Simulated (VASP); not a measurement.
# Nb (Fd-3m) in VASP: notebook

Nb is run at these levels: r2SCAN; tasks: single point.

Everything below comes from runs of VASP 6.6.1. Logs are shortened: lines on timing, memory, paths and dates and some standing lists are left out, and cuts for length are marked.

## Step 1: The cell of the first run

It takes space group Fd-3m (No. 227, cubic). The conventional cell has a = 5.140 Å, b = 5.140 Å, c = 5.140 Å, α = 90.00°, β = 90.00°, γ = 90.00°. Within 2.9 Å of Nb (site symmetry -43m) lie 4 Nb at 2.23 Å.

This isn't the form of Nb at room conditions, which is bcc.

## Step 2: Single point, r2SCAN

POSCAR reads:

```
Nb
1.0
    0.0000000000      2.5697890304      2.5697890304
    2.5697890304      0.0000000000      2.5697890304
    2.5697890304      2.5697890304      0.0000000000
Nb
2
Direct
    1.0000000000      1.0000000000      1.0000000000
    0.2500000000      0.2500000000      0.2500000000
```

INCAR.step1 reads:

```
SYSTEM = Nb
  ALGO = Normal
  EDIFF = 1E-5
  ENCUT = 550
  GGA = PE
  GGA_COMPAT = .False.
  ISMEAR = 1
  LASPH = .True.
  LCHARG = .False.
  LREAL = .False.
  LWAVE = .True.
  NBANDS = 20
  NELM = 120
  PREC = Accurate
  SIGMA = 0.05
```

INCAR.step2 reads:

```
SYSTEM = Nb
  ALGO = Normal
  EDIFF = 1E-6
  ENCUT = 550
  GGA_COMPAT = .False.
  ISIF = 2
  ISMEAR = 1
  ISTART = 1
  LASPH = .True.
  LCHARG = .True.
  LELF = .True.
  LMIXTAU = .True.
  LREAL = .False.
  LVHAR = .True.
  LWAVE = .False.
  METAGGA = R2SCAN
  NBANDS = 20
  NELM = 120
  PREC = Accurate
  SIGMA = 0.05
```

KPOINTS reads:

```
k-points
0
Gamma
  5 5 5
  0 0 0
```

Potentials or basis: VASP PAW PBE potentials, release 64 (Nb_sv).

On the command line:

```
cat potpaw_PBE.64/Nb_sv/POTCAR > POTCAR
cp INCAR.step1 INCAR
mpirun -np 1 vasp_std > vasp.out
cp INCAR.step2 INCAR
mpirun -np 1 vasp_std > vasp.out
```

OUTCAR:

```text
SYSTEM = Nb
   EDIFF = 1E-6
   ENCUT = 550
   ISIF = 2
   ISMEAR = 1
   ISTART = 1
   LASPH = .True.
   LREAL = .False.
   METAGGA = R2SCAN
   NELM = 120
   PREC = Accurate

 ion  position               nearest neighbor table
   1  0.000  0.000  0.000-   2 2.23   2 2.23   2 2.23   2 2.23
   2  0.250  0.250  0.250-   1 2.23   1 2.23   1 2.23   1 2.23

  LATTYP: Found a face centered cubic cell.
 ALAT       =     5.1395780608

  Lattice vectors:

 A1 = (   0.0000000000,   2.5697890304,   2.5697890304)
 A2 = (   2.5697890304,   0.0000000000,   2.5697890304)
 A3 = (   2.5697890304,   2.5697890304,   0.0000000000)

Analysis of symmetry for initial positions (statically):
=====================================================================
 Subroutine PRICEL returns:
 Original cell was already a primitive cell.

 Routine SETGRP: Setting up the symmetry group for a
 face centered cubic supercell.

 Subroutine GETGRP returns: Found 48 space group operations
 (whereof 24 operations were pure point group operations)
 out of a pool of 48 trial point group operations.

The static configuration has the point symmetry T_d .
 The point group associated with its full space group is O_h .

Analysis of symmetry for dynamics (positions and initial velocities):
=====================================================================
 Subroutine PRICEL returns:
 Original cell was already a primitive cell.

 Routine SETGRP: Setting up the symmetry group for a
 face centered cubic supercell.

 Subroutine GETGRP returns: Found 48 space group operations
 (whereof 24 operations were pure point group operations)
 out of a pool of 48 trial point group operations.

The dynamic configuration has the point symmetry T_d .
 The point group associated with its full space group is O_h .

 Subroutine INISYM returns: Found 48 space group operations
 (whereof 24 operations are pure point group operations),
 and found     1 'primitive' translations

----------------------------------------------------------------------------------------

                                     Primitive cell

  volume of cell :      33.9408

  direct lattice vectors                    reciprocal lattice vectors
     0.000000000  2.569789030  2.569789030    -0.194568501  0.194568501  0.194568501
     2.569789030  0.000000000  2.569789030     0.194568501 -0.194568501  0.194568501
     2.569789030  2.569789030  0.000000000     0.194568501  0.194568501 -0.194568501

  length of vectors
[... 65 lines left out ...]
   ENCUT  =  550.0 eV  40.42 Ry    6.36 a.u.   6.95  6.95  6.95*2*pi/ulx,y,z
   NELM   =    120;   NELMIN=  2; NELMDL=  0     # of ELM steps
   EDIFF  = 0.1E-05   stopping-criterion for ELM
   LREAL  =      F    real-space projection
   EDIFFG = 0.1E-04   stopping-criterion for IOM
   NSW    =      0    number of steps for IOM
   IBRION =     -1    ionic relax: 0-MD 1-quasi-New 2-CG
   NFREE  =      0    steps in history (QN), initial steepest desc. (CG)
   ISIF   =      2    stress and relaxation
   ISYM   =      2    0-nonsym 1-usesym 2-fastsym
   POTIM  = 0.5000    time-step for ionic-motion
   TEBEG  =    0.0;   TEEND  =   0.0 temperature during run
   PSTRESS=    0.0 pullay stress
   NELECT =      26.0000    total number of electrons
   NUPDOWN=      -1.0000    fix difference up-down
   EMIN   =  10.00;   EMAX   =-10.00  energy-range for DOS
   EFERMI =   0.00;   METHOD = LEGACY
   ISMEAR =     1;   SIGMA  =   0.05  broadening in eV -4-tet -1-fermi 0-gaus
   EFERMI_NEDOS =   21; number of points for ismear=-14 and -15
   IALGO  =     38    algorithm
   IMIX   =      4    mixing-type and parameters
     AMIX     =   0.40;   BMIX     =  1.00
     AMIX_MAG =   1.60;   BMIX_MAG =  1.00
  volume/ion in A,a.u.               =      16.97       114.52
  Fermi-wavevector in a.u.,A,eV,Ry     =   1.497931  2.830679 30.528716  2.243797
  Thomas-Fermi vector in A             =   2.609755
   LORBIT       =      0    0 simple, 1 ext, 2 COOP (PROOUT), +10 PAW based schemes
   METAGGA = R2SCAN    functional components
   LHFCALC =     F    Hartree Fock is set to
   AEXX    =    0.0000 exact exchange contribution
   IVDW    =     0    specifies the selected vdW correction
   LEPSILON=     F    determine dielectric tensor
   LRPA    =     F    only Hartree local field effects (RPA)
 non-spin polarized calculation
 Methfessel and Paxton  Order N= 1 SIGMA  =   0.05
  energy-cutoff  :      550.00
  volume of cell :       33.94
 maximum number of plane-waves:      1006
   NGX = 13   NGY = 13   NGZ = 13

 number of electron      26.0000003 magnetization

 Free energy of the ion-electron system (eV)
  ---------------------------------------------------
  ext. energy  EPLUGINS =         0.00000000
  ---------------------------------------------------
  free energy    TOTEN  =       -42.07066231 eV

  energy without entropy =      -42.06896517  energy(sigma->0) =      -42.07009660

 E-fermi :  12.0606     XC(G=0): -13.3585

 val. band max:       12.0420577325   @ k =  -0.4000   0.4000   0.2000
 cond. band min:      12.2058702104   @ k =  -0.4000   0.2000   0.0000
 fundamental gap:      0.1638124779
 Fermi energy:        12.0606473274

 k-point     1 :       0.0000    0.0000    0.0000
  band No.  band energies     occupation
      1     -45.1538      2.00000
      2     -42.4835      2.00000
      3     -21.0855      2.00000
      4     -21.0855      2.00000
      5     -21.0855      2.00000
      6     -18.1606      2.00000
[... 219 lines left out ...]
     19      20.0365      0.00000
     20      21.1182      0.00000

------------------------ aborting loop because EDIFF is reached ----------------------------------------

  FORCE on cell =-STRESS in cart. coord.  units (eV):
  Direction    XX          YY          ZZ          XY          YZ          ZX
  --------------------------------------------------------------------------------------
  -------------------------------------------------------------------------------------
  Total       12.7925763     12.7925763     12.7925763      0.0000000      0.0000000      0.0000000
  in kB      603.8738018    603.8738018    603.8738018      0.0000000      0.0000000      0.0000000
  external PRESSURE =     603.8738018 kB  Pullay stress =       0.0000000 kB

 VOLUME and BASIS-vectors are now :
 -----------------------------------------------------------------------------
  energy-cutoff  :      550.00
  volume of cell :       33.94
      direct lattice vectors                 reciprocal lattice vectors
     0.000000000  2.569789030  2.569789030    -0.194568501  0.194568501  0.194568501
     2.569789030  0.000000000  2.569789030     0.194568501 -0.194568501  0.194568501
     2.569789030  2.569789030  0.000000000     0.194568501  0.194568501 -0.194568501

 POSITION                                       TOTAL-FORCE (eV/Angst)
 -----------------------------------------------------------------------------------
      0.00000      0.00000      0.00000        -0.000000     -0.000000     -0.000000
      1.28489      1.28489      1.28489         0.000000      0.000000      0.000000
 -----------------------------------------------------------------------------------
    total drift:                                0.000000      0.000000     -0.000000

  FREE ENERGIE OF THE ION-ELECTRON SYSTEM (eV)
  ---------------------------------------------------
  free  energy   TOTEN  =       -42.0706623107 eV

  energy  without entropy=      -42.0689651704  energy(sigma->0) =      -42.07009660
```

OUTCAR.step1:

```text
SYSTEM = Nb
   EDIFF = 1E-5
   ENCUT = 550
   GGA = PE
   ISMEAR = 1
   LASPH = .True.
   LREAL = .False.
[... 435 lines left out ...]
      0.00000      0.00000      0.00000        -0.000000     -0.000000      0.000000
      1.28489      1.28489      1.28489         0.000000      0.000000     -0.000000
 -----------------------------------------------------------------------------------
    total drift:                                0.000000      0.000000      0.000000

  FREE ENERGIE OF THE ION-ELECTRON SYSTEM (eV)
  ---------------------------------------------------
  free  energy   TOTEN  =       -12.7626824106 eV

  energy  without entropy=      -12.7614413551  energy(sigma->0) =      -12.76226873
```

It took 22 s on 1 thread of Intel Xeon 6975P-C (Granite Rapids), shared host; peak memory 0.16 GiB.

Results:

```
Free energy            : -42.0707 eV
Pressure               : 60.4 GPa
Band gap on the k mesh : zero (bands 13 and 14 overlap by 2.35 eV)
```

Caveat: the k points lie up to 0.42 Å⁻¹ apart, too coarse for converged energies and pressures of a metal; the PAW data sets were made with another functional, which shifts forces and pressure a little.

## Step 3: Single point, r2SCAN

This run uses another cell than the first one, of 18.27 Å³/atom.

POSCAR reads:

```
Nb
1.0
    0.0000000000      2.6338162207      2.6338162207
    2.6338162207      0.0000000000      2.6338162207
    2.6338162207      2.6338162207      0.0000000000
Nb
2
Direct
    1.0000000000      1.0000000000      1.0000000000
    0.2500000000      0.2500000000      0.2500000000
```

INCAR.step1 reads:

```
SYSTEM = Nb
ALGO     = Normal         ! electronic algorithm
EDIFF    = 1E-5           ! SCF threshold, eV
ENCUT    = 550            ! plane-wave cutoff, eV
GGA      = PE             ! functional
GGA_COMPAT= .False.      
ISMEAR   = 1              ! smearing method
LASPH    = .True.         ! aspherical terms in the spheres
LCHARG   = .False.        ! write CHGCAR
LREAL    = .False.        ! projectors in reciprocal space
LWAVE    = .True.         ! write WAVECAR
NBANDS   = 20             ! bands
NELM     = 120            ! most SCF steps
PREC     = Accurate       ! precision mode
SIGMA    = 0.05           ! smearing width, eV
```

INCAR.step2 reads:

```
SYSTEM = Nb
ALGO     = Normal         ! electronic algorithm
EDIFF    = 1E-6           ! SCF threshold, eV
ENCUT    = 550            ! plane-wave cutoff, eV
GGA_COMPAT= .False.      
ISIF     = 2              ! what is computed and relaxed
ISMEAR   = 1              ! smearing method
ISTART   = 1            
LASPH    = .True.         ! aspherical terms in the spheres
LCHARG   = .False.        ! write CHGCAR
LMIXTAU  = .True.       
LREAL    = .False.        ! projectors in reciprocal space
LWAVE    = .False.        ! write WAVECAR
METAGGA  = R2SCAN         ! meta-GGA
NBANDS   = 20             ! bands
NELM     = 120            ! most SCF steps
PREC     = Accurate       ! precision mode
SIGMA    = 0.05           ! smearing width, eV
```

KPOINTS is that of step 2.

Potentials or basis: VASP PAW PBE potentials, release 64 (Nb_sv).

On the command line:

```
cat potpaw_PBE.64/Nb_sv/POTCAR > POTCAR
cp INCAR.step1 INCAR
mpirun -np 1 vasp_std > vasp.out
cp INCAR.step2 INCAR
mpirun -np 1 vasp_std > vasp.out
```

Wall time 28 s (1 thread of Intel Xeon 6975P-C (Granite Rapids), shared host); peak memory 0.16 GiB.

It converged, with:

```
Free energy            : -42.8791 eV
Pressure               : 40.2 GPa
Band gap on the k mesh : zero (bands 13 and 14 overlap by 2.26 eV)
```

Levels at points of the mesh, in eV from the Fermi level:
```tsv
k point	band 9	band 10	band 11	band 12	band 13	band 14	band 15	band 16	band 17	band 18
(0.00, 0.00, 0.00)	-5.35	-2.93	-2.93	-0.80	-0.80	-0.80	2.89	2.89	2.89	7.71
```

Caveat: the k points lie up to 0.41 Å⁻¹ apart, too coarse for converged energies and pressures of a metal; the PAW data sets were made with another functional, which shifts forces and pressure a little.

[end of part 1 of 2]
